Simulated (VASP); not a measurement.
# LiSi2N2: relaxation of cell and atoms with PBE

Crystal: LiSi2N2.

```xyz
5
Lattice="2.9038 0.0000 0.0000 0.0000 4.4776 0.0000 0.0000 0.0000 4.8567" Properties=species:S:1:pos:R:3 pbc="T T T"
Li    0.0000    2.2388    2.4283
Si    0.0000    0.0000    4.0785
Si    0.0000    0.0000    0.7782
N     0.0000    0.5388    2.4283
N     0.0000    3.9388    2.4283
```

| Quantity | Value |
| --- | --- |
| Program | VASP 6.6.1 |
| Task | relaxation of cell and atoms |
| Functional | PBE |
| Potentials or basis | VASP PAW PBE potentials, release 64 (Li_sv, Si, N) |
| Cutoff | 600 eV |
| k mesh | 6 × 4 × 4 |
| Occupations | gaussian, width 0.1 eV |
| Spin | no spin polarisation |
| Dipole correction | no |
| Further INCAR settings | ALGO = Normal; EDIFF = 1e-06; IBRION = 2; EDIFFG = -0.04; NSW = 90; ISIF = 3 |

The relaxed volume is 18.25 Å³/atom. The relaxed cell is a = 3.232 Å, b = 6.205 Å, c = 4.548 Å, α = 90.00°, β = 90.00°, γ = 90.00°. The space group after relaxing (to 0.05 Å) is Pmmm (No. 47). The energy gained by relaxing is 3317.6 meV/atom and the ionic steps are 38. The pressure after relaxing is 0.1 GPa and the largest force after relaxing is 0.016 eV/Å.

Forces in eV/Å, atoms in the order of the input:
```
Li   0.000  0.000  0.000
Si   0.000  0.000  0.016
Si   0.000  0.000 -0.016
N    0.000 -0.001  0.000
N    0.000  0.001  0.000
```

Stress tensor (GPa, compression positive):
```
 0.15  0.00  0.00
 0.00 -0.08  0.00
 0.00  0.00  0.19
```

The path:
```
step  energy change (eV)  largest force (eV/Å)  pressure (GPa)  volume (Å³)
   1              0.0000               30.1046           94.16        63.15
   2            458.0958             1727.6676          348.83       146.88
   3             -3.6480               14.2834           90.01        66.13
   4              3.4209               10.8280           -9.15       163.88
   5              0.3519               12.5042           -8.15       141.97
   6             -1.6973               14.5793           -6.77       127.17
   7             -5.4926               21.7312            7.96        94.26
   8             -6.8025                3.9607          -21.28       151.37
   9            -12.0867                3.8898          -18.12       119.29
  10            -12.5884                3.8959          -16.68       114.45
  11            -12.8033                6.1975          -11.63       105.38
  12            -12.8953                4.9801          -13.76       108.43
  13            -15.3089                1.1330            5.41        88.80
  14            -15.3261                1.7809            2.98        90.02
  15            -15.3257                1.6068            3.64        89.68
  16            -15.5637                1.3881            3.07        91.54
  17            -15.5663                1.5906            3.01        91.81
  18            -15.6924                0.5895           -4.56        95.48
  19            -15.6933                0.4795           -4.01        95.16
  20            -15.8263                0.5567           -5.40        95.39
  21            -16.1506                1.6764           -7.92        95.74
  22            -13.9318               14.9170            2.31        94.86
  23            -16.2238                0.9545           -6.95        95.75
  24            -16.0573                4.1048           -6.10        95.56
  25            -16.2648                1.1013           -7.07        95.75
  26            -16.4619                0.7786           -2.96        93.28
  27            -16.4771                0.8610           -1.38        92.50
  28            -16.5213                0.7747           -0.91        92.10
  29            -16.5565                0.9767            0.25        91.28
  30            -16.5806                0.2245           -0.54        91.07
  31            -16.5808                0.1603           -0.60        91.05
  32            -16.5851                0.0683           -0.01        90.72
  33            -16.5858                0.0597            0.35        90.53
  34            -16.5868                0.0481            0.24        90.66
  35            -16.5871                0.1035            0.14        90.78
  36            -16.5876                0.0294            0.22        90.96
  37            -16.5876                0.0414            0.24        90.98
  38            -16.5880                0.0156            0.09        91.24
```

Final structure:
```
Li Si N
1.0
     3.23248    0.00000    0.00000
     0.00000    6.20542    0.00000
     0.00000    0.00000    4.54847
Li Si N
1 2 2
Direct
  0.00000 0.50000 0.50000
  0.00000 0.00000 0.74958
  0.00000 0.00000 0.25042
  0.00000 0.20795 0.50000
  0.00000 0.79205 0.50000
```

Levels at points of the mesh, in eV from the Fermi level:
```csv
k point,band 7,band 8,band 9,band 10,band 11,band 12,band 13,band 14
"(0.00, 0.00, 0.00)",-5.08,-3.22,-3.17,-1.25,0.06,2.05,2.13,3.55
"(0.50, 0.00, 0.00)",-5.55,-4.75,-3.15,-2.98,-0.72,0.69,1.62,3.05
"(0.00, 0.50, 0.00)",-5.17,-3.13,-3.10,-1.33,-0.27,2.25,2.74,3.99
"(0.50, 0.50, 0.00)",-5.82,-4.82,-3.43,-2.60,-0.57,0.71,1.43,4.33
"(0.00, 0.00, 0.50)",-3.51,-3.20,-3.00,-1.21,-0.46,2.31,2.69,2.70
"(0.50, 0.00, 0.50)",-5.32,-3.37,-3.01,-3.00,-2.96,2.06,2.68,4.91
"(0.00, 0.50, 0.50)",-3.42,-2.98,-2.96,-1.29,-0.40,2.13,2.71,4.03
"(0.50, 0.50, 0.50)",-5.41,-3.35,-3.27,-2.94,-2.55,2.70,2.85,3.91
```

Run time: 8.7 min on 1 thread of AMD EPYC 9R45 96-Core Processor (Zen 5), on a shared host, peak memory 0.18 GiB.

Caveat: the k points lie up to 0.35 Å⁻¹ apart in the final cell; the cutoff is under 1.25 times the usual one of these potentials, so pressure, stress and relaxed cells hold a basis-set (Pulay) error; the standard files for N, O and F lose accuracy on very short bonds; the volume moved by over 15 % at a fixed basis, so the end points are rough.
